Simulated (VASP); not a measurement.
Input of a VASP 6.6.1 run:

Contents of INCAR:

```
SYSTEM = Cu5Si3
PREC = Accurate
ENCUT = 520
EDIFF = 1E-6
ISMEAR = -1
SIGMA = 0.05
LREAL = Auto
LASPH = .TRUE.
NELM = 60
ALGO = Normal
ISIF = 2
LWAVE = .FALSE.
LCHARG = .FALSE.
GGA = PE
ISYM = 0
NBANDS = 81
```

Contents of KPOINTS:

```
Automatic mesh
0
Gamma
  1 1 1
  0.25 0.25 0.25
```

POSCAR

```
Cu5Si3
1.0
    6.0333080000     -0.0687010000      0.0339860000
   -0.0687010000      6.3113540000     -0.0708020000
    0.0339860000     -0.0708020000      5.9927160000
Cu Si
10 6
Direct
    0.4278797567      0.3171118199      0.5876696359
    0.7832596778      0.5199374212      0.4504307806
    0.6417911133      0.1232026971      0.9818952015
    0.7202822195      0.9357344139      0.6149123964
   -0.0217172354      0.2800365924      0.7052775791
    0.5874178306      0.6015354990      0.8238508106
    0.2580891814      0.9619536760      0.6950113814
    0.4646464864      0.4195780726      0.1893741488
    0.2522989198      0.7555819992      0.0491128039
    0.4113682211      0.0290939321      0.3351557371
    0.0336124299      0.6710234214      0.6994597188
    0.7039776460      0.7929188140      0.1338007430
    0.9288824554      0.4818840851      0.0579347257
    0.2030966323      0.1822314906      0.0256561319
    0.4076583041      0.6782857523      0.4803390170
    0.9202213353      0.1508734694      0.3222331078
```

Potentials or basis: VASP PAW PBE potentials, release 64 (Cu, Si).

The run is started by

```console
$ cat potpaw_PBE.64/Cu/POTCAR potpaw_PBE.64/Si/POTCAR > POTCAR
$ mpirun -np 1 vasp_std > vasp.out
```

What does it give for the pressure?

-2.8 GPa.

What does it give for the largest force?

1.043 eV/Å.

Predict the band gap on the k mesh.

0.85 eV.

Forces on the atoms (eV/Å):
```
Cu  -0.280  0.002  0.789
Cu  -0.100  0.294 -0.485
Cu  -0.154  0.433 -0.278
Cu   0.246 -0.094 -0.162
Cu  -0.002 -0.461 -0.210
Cu   0.005 -0.078  0.226
Cu   0.133  0.658  0.606
Cu  -0.035  0.395 -0.389
Cu   0.035 -0.235  0.214
Cu  -0.146 -0.110 -1.026
Si   0.299 -0.351  0.624
Si  -0.459 -0.446  0.736
Si   0.297  0.257  0.080
Si   0.333 -0.545 -0.262
Si  -0.240  0.162 -0.524
Si   0.068  0.118  0.060
```

Caveat: the k points lie up to 1.05 Å⁻¹ apart.
